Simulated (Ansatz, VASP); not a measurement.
Two plane-wave programs on MgO

INCAR

```
SYSTEM = MgO
  ALGO = Normal
  EDIFF = 1E-6
  ENCUT = 520
  GGA = RP
  ISIF = 2
  ISMEAR = 1
  LASPH = .True.
  LCHARG = .True.
  LELF = .True.
  LREAL = .False.
  LVHAR = .True.
  LWAVE = .False.
  NBANDS = 11
  NELM = 100
  PREC = Accurate
  SIGMA = 0.1
```

KPOINTS

```
k-points
0
Gamma
  11 11 11
  0 0 0
```

Contents of POSCAR:

```
MgO
1.0
    0.0000000000      2.1970064521      2.1970064521
    2.1970064521      0.0000000000      2.1970064521
    2.1970064521      2.1970064521      0.0000000000
Mg O
1 1
Direct
    0.0000000000      0.0000000000      0.0000000000
    0.5000000000      0.5000000000      0.5000000000
```

Contents of input.yaml:

```yaml
crystal:
  lattice:
    - [0.0, 2.1970064521, 2.1970064521]
    - [2.1970064521, 0.0, 2.1970064521]
    - [2.1970064521, 2.1970064521, 0.0]
  atoms:
    - { symbol: Mg, position: [0.0, 0.0, 0.0] }
    - { symbol: O, position: [0.5, 0.5, 0.5] }
hamiltonian:
  xc: rpbe
  pseudopotentials: { kind: paw, accuracy: standard }
kpoints:
  mp_grid: { grid: [11, 11, 11] }
scf:
  occupations: { method: cold, width: 0.1 }
output:
  forces: true
  stress: true
  eigenvalues: true
  bader: true
  populations: true
basis:
  xc_grid: 4
```

Alike in both runs: functional RPBE; k mesh 11 × 11 × 11; no spin polarisation.

|  | VASP | Ansatz |
| --- | --- | --- |
| version | VASP 6.6.1 | Ansatz 0.2.0 |
| potentials or method | VASP PAW PBE potentials, release 64 (Mg, O) | SSSP efficiency PAW |
| plane-wave cutoff (eV) | 520 | 680 |
| occupations | methfessel-paxton of order 1, width 0.1 eV | cold, width 0.1 eV |
| valence electrons in the cell | 8 | 8 |
| task | single point | atomic charges |

|  | VASP | Ansatz | Ansatz less VASP |
| --- | --- | --- | --- |
| gap on the k mesh at the Fermi level (eV) | 3.69 | 3.70 | +0.005 |
| least direct gap on the mesh (eV) | 3.69 | 3.70 | +0.005 |
| pressure (GPa) | -8.8 | -8.9 | -0.04 |

VASP's potentials were made for PBE, not for RPBE.

Noted on Ansatz's run: odd divisions of the mesh miss points on the zone boundary, where band edges often lie, so the gap on the mesh can be too wide.
